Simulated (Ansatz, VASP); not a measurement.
This is a calculation of N for VASP 6.6.1.

INCAR

```
ALGO     = Normal         # electronic algorithm
EDIFF    = 1E-7           # SCF threshold, eV
ENCUT    = 520            # plane-wave cutoff, eV
GGA      = CA             # functional
ISIF     = 2              # what is computed and relaxed
ISMEAR   = 0              # smearing method
LASPH    = T              # aspherical terms in the spheres
LCHARG   = F              # write CHGCAR
LREAL    = F              # projectors in reciprocal space
LWAVE    = F              # write WAVECAR
NBANDS   = 12             # bands
NELM     = 60             # most SCF steps
PREC     = Accurate       # precision mode
SIGMA    = 0.02           # smearing width, eV
```

The input KPOINTS:

```
k-points
0
Gamma
  12 12 11
```

POSCAR

```
N
1.0
    2.5194737886      0.0000000000      0.0000000000
   -1.2597368943      2.1819283051      0.0000000000
    0.0000000000      0.0000000000      2.4460020000
N
2
Direct
    0.3333333333      0.6666666667      0.7500000000
    0.6666666667      0.3333333333      0.2500000000
```

Potentials or basis: VASP PAW LDA potentials, release 64 (N).

Launch:

```bash
$ cat potpaw_LDA.64/N/POTCAR > POTCAR
$ mpirun -np 1 vasp_std > vasp.out
```

Q: Set up the same calculation for Ansatz 0.2.0. Potentials there: all-electron LAPW, scalar-relativistic.

A: As run (the cutoff follows the program's own potentials):

The input input.yaml:

```yaml
crystal:
  lattice:
    - [2.5194737886, 0.0, 0.0]
    - [-1.2597368943, 2.1819283051, 0.0]
    - [0.0, 0.0, 2.446002]
  atoms:
    - { symbol: "N", position: [0.3333333333, 0.6666666667, 0.75] }
    - { symbol: "N", position: [0.6666666667, 0.3333333333, 0.25] }
kpoints:
  mp_grid: { grid: [12, 12, 11] }
scf:
  occupations: { method: gaussian, width: 0.02 }
hamiltonian:
  xc: lda
  pseudopotentials: { kind: all_electron, lapw: { basis_error: 0.001 } }
output:
  forces: true
  stress: true
  eigenvalues: true
```

Potentials or basis: all-electron LAPW, scalar-relativistic.

Command:

```bash
$ ansatz run input.yaml --threads 1 --pin off --max-ram 3072MiB --backend cpu --events-out ev --progress --plain --runs-dir out
```

Both were run:

|  | VASP | Ansatz | Ansatz less VASP |
| --- | --- | --- | --- |
| gap on the k mesh at the Fermi level (eV) | none | none | - |
| pressure (GPa) | -7.0 | -7.4 | -0.39 |
| traceless stress, the component that is largest in VASP (GPa) | -9.31 | -9.47 | -0.158 |

LDA's correlation is that of Perdew and Zunger in VASP and of Perdew and Wang (1992) in Ansatz. A gap of «none» marks a metal or a gap that the smearing closes. Ansatz ran all-electron here, and VASP with PAW potentials.
